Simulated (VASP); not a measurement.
Input of a VASP 6.6.1 run:

INCAR

```
SYSTEM = Ti
ALGO = Normal
EDIFF = 1E-8
ENCUT = 520
GGA = PS
ISIF = 2
ISMEAR = -1
LASPH = .TRUE.
LCHARG = .FALSE.
LEFG = .TRUE.
LREAL = .FALSE.
LWAVE = .FALSE.
NBANDS = 12
NELM = 60
PREC = Accurate
SIGMA = 0.05
```

File KPOINTS:

```
k-points
0
G
  14 14 14
  0 0 0
```

The input POSCAR:

```
Ti
1.0
   -1.6679064215      1.6679064215      1.6679064215
    1.6679064215     -1.6679064215      1.6679064215
    1.6679064215      1.6679064215     -1.6679064215
Ti
1
Direct
    0.0000000000      0.0000000000      0.0000000000
```

Potentials or basis: VASP PAW PBE potentials, release 64 (Ti_sv).

Run with:

```console
$ cat potpaw_PBE.64/Ti_sv/POTCAR > POTCAR
$ mpirun -np 1 vasp_std > vasp.out
```

Problem. What does it give for the pressure?

Solution. -10.8 GPa.

Problem. Predict the band gap on the k mesh.

Solution. Zero (band 6 reaches 8.21 eV, above the bottom of band 7 at 6.66 eV).

Caveat: without QUAD_EFG the Cq values of the log hold for a quadrupole moment of 1 mb, not for the nuclei; the PAW data sets were made with another functional, which shifts forces and pressure a little.
